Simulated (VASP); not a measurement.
# SiC (Moissanite 3C) (F-43m) in VASP: further runs, part 2 of 2

VASP 6.6.1. The steps go on from the part before.

### Step 3. Single point, r2SCAN (volume scaled by 0.760)

Input file POSCAR:

```
SiC
1.0
    0.0000000000      1.9877283994      1.9877283994
    1.9877283994      0.0000000000      1.9877283994
    1.9877283994      1.9877283994      0.0000000000
Si C
1 1
Direct
    0.0000000000      0.0000000000      0.0000000000
    0.2500000000      0.2500000000      0.2500000000
```

Input file INCAR.step1:

```
SYSTEM = SiC
PREC = Accurate
ENCUT = 520
ISMEAR = 0
SIGMA = 0.05
LREAL = .FALSE.
LASPH = .TRUE.
NELM = 100
NBANDS = 11
GGA = PE
ALGO = Normal
EDIFF = 1E-4
LWAVE = .TRUE.
LCHARG = .FALSE.
```

Input file INCAR.step2:

```
SYSTEM = SiC
PREC = Accurate
ENCUT = 520
EDIFF = 1E-6
ISMEAR = 0
SIGMA = 0.05
LREAL = .FALSE.
LASPH = .TRUE.
NELM = 100
ALGO = Normal
ISIF = 2
LWAVE = .FALSE.
LCHARG = .FALSE.
METAGGA = R2SCAN
LMIXTAU = .TRUE.
NBANDS = 11
ISTART = 1
```

Input file KPOINTS:

```
Automatic mesh
0
G
  10 10 10
  0 0 0
```

Potentials or basis: VASP PAW PBE potentials, release 64 (Si, C).

Launch:

```console
$ cat potpaw_PBE.64/Si/POTCAR potpaw_PBE.64/C/POTCAR > POTCAR
$ cp INCAR.step1 INCAR
$ mpirun -np 1 vasp_std > vasp.out
$ cp INCAR.step2 INCAR
$ mpirun -np 1 vasp_std > vasp.out
```

OUTCAR:

```text
SYSTEM = SiC
   PREC = Accurate
   ENCUT = 520
   EDIFF = 1E-6
   ISMEAR = 0
   LREAL = .FALSE.
   LASPH = .TRUE.
   NELM = 100
   ISIF = 2
   METAGGA = R2SCAN
   ISTART = 1

 ion  position               nearest neighbor table
   1  0.000  0.000  0.000-   2 1.72   2 1.72   2 1.72   2 1.72
   2  0.250  0.250  0.250-   1 1.72   1 1.72   1 1.72   1 1.72

  LATTYP: Found a face centered cubic cell.
 ALAT       =     3.9754567988

  Lattice vectors:

 A1 = (   0.0000000000,   1.9877283994,   1.9877283994)
 A2 = (   1.9877283994,   0.0000000000,   1.9877283994)
 A3 = (   1.9877283994,   1.9877283994,   0.0000000000)

Analysis of symmetry for initial positions (statically):
=====================================================================
 Subroutine PRICEL returns:
 Original cell was already a primitive cell.

 Routine SETGRP: Setting up the symmetry group for a
 face centered cubic supercell.

 Subroutine GETGRP returns: Found 24 space group operations
 (whereof 24 operations were pure point group operations)
 out of a pool of 48 trial point group operations.

[... 172 lines left out ...]
      1      -7.1719      2.00000
      2      11.3616      2.00000
      3      11.3616      2.00000
      4      11.3616      2.00000
      5      21.5761      0.00000
      6      21.5761      0.00000
      7      21.5761      0.00000
      8      21.7807      0.00000
      9      28.4438      0.00000
     10      28.4438      0.00000
     11      32.3425      0.00000
[... 309 lines left out ...]
 k-point    24 :       0.4000    0.3000    0.0000
  band No.  band energies     occupation
      1      -3.1302      2.00000
      2       5.1490      2.00000
      3       7.5635      2.00000
      4       8.2049      2.00000
      5      14.9167      0.00000
      6      18.9178      0.00000
      7      27.1412      0.00000
      8      27.3551      0.00000
      9      30.1647      0.00000
     10      33.4576      0.00000
     11      38.2410      0.00000

 [... further k-points ...]

------------------------ aborting loop because EDIFF is reached ----------------------------------------

  FORCE on cell =-STRESS in cart. coord.  units (eV):
  Direction    XX          YY          ZZ          XY          YZ          ZX
  --------------------------------------------------------------------------------------
  -------------------------------------------------------------------------------------
  Total       10.1999619     10.1999619     10.1999619      0.0000000      0.0000000      0.0000000
  in kB     1040.4183642   1040.4183642   1040.4183642      0.0000000      0.0000000      0.0000000
  external PRESSURE =    1040.4183642 kB  Pullay stress =       0.0000000 kB

 VOLUME and BASIS-vectors are now :
 -----------------------------------------------------------------------------
  energy-cutoff  :      520.00
  volume of cell :       15.71
      direct lattice vectors                 reciprocal lattice vectors
     0.000000000  1.987728399  1.987728399    -0.251543420  0.251543420  0.251543420
     1.987728399  0.000000000  1.987728399     0.251543420 -0.251543420  0.251543420
     1.987728399  1.987728399  0.000000000     0.251543420  0.251543420 -0.251543420

 POSITION                                       TOTAL-FORCE (eV/Angst)
 -----------------------------------------------------------------------------------
      0.00000      0.00000      0.00000        -0.000000     -0.000000     -0.000000
      0.99386      0.99386      0.99386         0.000000      0.000000      0.000000
 -----------------------------------------------------------------------------------
    total drift:                                0.000000      0.000000      0.000000

  FREE ENERGIE OF THE ION-ELECTRON SYSTEM (eV)
  ---------------------------------------------------
  free  energy   TOTEN  =       -18.0327057444 eV

  energy  without entropy=      -18.0327057444  energy(sigma->0) =      -18.03270574
```

OUTCAR.step1:

```text
SYSTEM = SiC
   PREC = Accurate
   ENCUT = 520
   ISMEAR = 0
   LREAL = .FALSE.
   LASPH = .TRUE.
[... 558 lines left out ...]
      0.00000      0.00000      0.00000         0.000000      0.000000      0.000000
      0.99386      0.99386      0.99386        -0.000000     -0.000000     -0.000000
 -----------------------------------------------------------------------------------
    total drift:                               -0.000000     -0.000000     -0.000000

  FREE ENERGIE OF THE ION-ELECTRON SYSTEM (eV)
  ---------------------------------------------------
  free  energy   TOTEN  =       -13.6557857394 eV

  energy  without entropy=      -13.6557857394  energy(sigma->0) =      -13.65578574
```

Wall time 13 s (1 thread of Intel Xeon 6975P-C (Granite Rapids), shared host); peak memory 0.14 GiB.

Results:

| Item | Value |
| --- | --- |
| Free energy | -18.0327 eV |
| Pressure | 104.0 GPa |
| Band gap on the k mesh | 1.50 eV, indirect (least direct gap 5.35 eV) |

Levels at points of the mesh, in eV from the valence-band top:
```csv
k point,band 1,band 2,band 3,band 4,band 5,band 6,band 7,band 8
"(0.00, 0.00, 0.00)",-18.53,0.00,0.00,0.00,10.21,10.21,10.21,10.42
"(0.50, 0.00, 0.00)",-13.76,-10.48,-1.13,-1.13,8.86,9.06,9.06,12.69
"(0.50, 0.50, 0.00)",-11.99,-9.06,-3.85,-3.85,1.50,6.06,18.78,18.78
```

Caveat: the PAW data sets were made with another functional, which shifts forces and pressure a little. A k mesh can miss the band edges.

### Step 4. Single point, r2SCAN (volume scaled by 0.800)

Input file POSCAR:

```
SiC
1.0
    0.0000000000      2.0220063149      2.0220063149
    2.0220063149      0.0000000000      2.0220063149
    2.0220063149      2.0220063149      0.0000000000
Si C
1 1
Direct
    0.0000000000      0.0000000000      0.0000000000
    0.2500000000      0.2500000000      0.2500000000
```

Input file INCAR.step1:

```
ALGO = Normal
EDIFF = 1E-4
ENCUT = 520
GGA = PE
ISMEAR = 0
LASPH = T
LCHARG = F
LREAL = F
LWAVE = T
NBANDS = 11
NELM = 80
PREC = Accurate
SIGMA = 0.05
```

Input file INCAR.step2:

```
ALGO = Normal
EDIFF = 1E-6
ENCUT = 520
ISIF = 2
ISMEAR = 0
ISTART = 1
LASPH = T
LCHARG = F
LMIXTAU = T
LREAL = F
LWAVE = F
METAGGA = R2SCAN
NBANDS = 11
NELM = 80
PREC = Accurate
SIGMA = 0.05
```

Input file KPOINTS:

```
k-points
0
Gamma
  10 10 10
```

Launch:

```console
$ cat potpaw_PBE.64/Si/POTCAR potpaw_PBE.64/C/POTCAR > POTCAR
$ cp INCAR.step1 INCAR
$ mpirun -np 1 vasp_std > vasp.out
$ cp INCAR.step2 INCAR
$ mpirun -np 1 vasp_std > vasp.out
```

Wall time 13 s (1 thread of Intel Xeon 6975P-C (Granite Rapids), shared host); peak memory 0.13 GiB.

The run converged. Its results:

| Item | Value |
| --- | --- |
| Free energy | -18.4974 eV |
| Pressure | 76.9 GPa |
| Band gap on the k mesh | 1.55 eV, indirect (least direct gap 5.31 eV) |

Levels at points of the mesh, in eV from the valence-band top:
```tsv
k point	band 1	band 2	band 3	band 4	band 5	band 6	band 7	band 8
(0.00, 0.00, 0.00)	-18.07	0.00	0.00	0.00	9.72	9.72	9.72	9.73
(0.50, 0.00, 0.00)	-13.53	-10.15	-1.13	-1.13	8.30	8.80	8.80	12.36
(0.50, 0.50, 0.00)	-11.82	-8.85	-3.76	-3.76	1.55	5.80	18.07	18.07
```

Caveat: the PAW data sets were made with another functional, which shifts forces and pressure a little. A k mesh can miss the band edges.

### Step 5. Single point, r2SCAN (volume scaled by 0.840)

Input file POSCAR:

```
SiC
1.0
    0.0000000000      2.0551598519      2.0551598519
    2.0551598519      0.0000000000      2.0551598519
    2.0551598519      2.0551598519      0.0000000000
Si C
1 1
Direct
    0.0000000000      0.0000000000      0.0000000000
    0.2500000000      0.2500000000      0.2500000000
```

Input file INCAR.step1:

```
SYSTEM = SiC
PREC = Accurate
ENCUT = 520
ISMEAR = 0
SIGMA = 0.05
LREAL = .False.
LASPH = .True.
NELM = 60
NBANDS = 11
GGA = PE
ALGO = Normal
EDIFF = 1E-4
LWAVE = .True.
LCHARG = .False.
```

Input file INCAR.step2:

```
SYSTEM = SiC
PREC = Accurate
ENCUT = 520
EDIFF = 1E-6
ISMEAR = 0
SIGMA = 0.05
LREAL = .False.
LASPH = .True.
NELM = 60
ALGO = Normal
ISIF = 2
LWAVE = .False.
LCHARG = .True.
METAGGA = R2SCAN
LMIXTAU = .True.
LELF = .True.
LVHAR = .True.
NBANDS = 11
ISTART = 1
```

Input file KPOINTS:

```
Automatic mesh
0
Gamma
  10 10 10
  0 0 0
```

Launch:

```console
$ cat potpaw_PBE.64/Si/POTCAR potpaw_PBE.64/C/POTCAR > POTCAR
$ cp INCAR.step1 INCAR
$ mpirun -np 1 vasp_std > vasp.out
$ cp INCAR.step2 INCAR
$ mpirun -np 1 vasp_std > vasp.out
```

Run time: 16 s. Hardware: 1 thread of Intel Xeon 6975P-C (Granite Rapids), shared host; peak memory 0.13 GiB.

Results (log left out):

```yaml
Free_energy: -18.8356 eV
Pressure: 54.8 GPa
Band_gap_on_the_k_mesh: 1.59 eV, indirect (least direct gap 5.26 eV)
```

Levels at points of the mesh, in eV from the valence-band top:
```tsv
k point	band 1	band 2	band 3	band 4	band 5	band 6	band 7	band 8	band 9
(0.00, 0.00, 0.00)	-17.64	0.00	0.00	0.00	9.09	9.28	9.28	9.28	16.36
(0.50, 0.00, 0.00)	-13.32	-9.84	-1.13	-1.13	7.78	8.56	8.56	12.04	19.97
(0.50, 0.50, 0.00)	-11.66	-8.66	-3.67	-3.67	1.59	5.57	17.41	17.41	18.74
```

Caveat: the PAW data sets were made with another functional, which shifts forces and pressure a little. A k mesh can miss the band edges.

### Step 6. Summary

| cell | gap on the mesh (eV) | pressure (GPa) |
| --- | --- | --- |
| a = 2.761 Å, angles 60.0°, 2 atoms | 1.44 | 137.5 |
| a = 2.811 Å, angles 60.0°, 2 atoms | 1.50 | 104.0 |
| a = 2.860 Å, angles 60.0°, 2 atoms | 1.55 | 76.9 |
| a = 2.906 Å, angles 60.0°, 2 atoms | 1.59 | 54.8 |

Alike in all rows: task single point; level r2SCAN; potentials or basis VASP PAW PBE potentials, release 64 (Si, C); no spin polarisation; k mesh 10 × 10 × 10; cutoff (eV) 520; smearing gaussian 0.05 eV.

Caveats: the PAW data sets were made with another functional, which shifts forces and pressure a little.

Absolute energies hang on the potentials; compare differences alone.
